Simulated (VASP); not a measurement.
Set up this calculation in VASP 6.6.1, as the native input.

| Quantity | Value |
| --- | --- |
| Task | single point |
| Functional | PBE |
| Potentials or basis | VASP PAW PBE potentials, release 64 (As) |
| Cutoff | 500 eV |
| k mesh | 3 × 3 × 3 |
| Occupations | methfessel-paxton, width 0.05 eV |
| Spin | no spin polarisation |
| Dipole correction | no |
| Further INCAR settings | ALGO = Normal; EDIFF = 1e-06; NBANDS = 12 |

The structure of As lies in POSCAR:

```
As
1.0
    4.1310000000      0.0000000000      0.0000000000
    2.4183895066      3.3491122995      0.0000000000
    2.4183895066      1.2366737439      3.1124252996
As
2
Direct
    0.7740000000      0.7740000000      0.7740000000
    0.2260000000      0.2260000000      0.2260000000
```

The input as run:

INCAR

```
SYSTEM = As
ALGO = Normal
EDIFF = 1E-6
ENCUT = 500
GGA = PE
GGA_COMPAT = .False.
ISIF = 2
ISMEAR = 1
LASPH = .True.
LCHARG = .True.
LELF = .True.
LREAL = .False.
LVHAR = .True.
LWAVE = .False.
NBANDS = 12
NELM = 120
PREC = Accurate
SIGMA = 0.05
```

KPOINTS

```
k-points
0
Gamma
  3 3 3
  0 0 0
```

Potentials or basis: VASP PAW PBE potentials, release 64 (As).

The run is started by

```console
$ cat potpaw_PBE.64/As/POTCAR > POTCAR
$ mpirun -np 1 vasp_std > vasp.out
```

It gave:

* Pressure: 4.6 GPa
* Largest force: 0.127 eV/Å
* Band gap on the k mesh: 1.33 eV, indirect (least direct gap 1.73 eV)

Caveat: the k points lie up to 0.67 Å⁻¹ apart.

It took 11 s on 1 thread of Intel Xeon 8259CL, with other jobs on the host, peak memory 0.16 GiB.
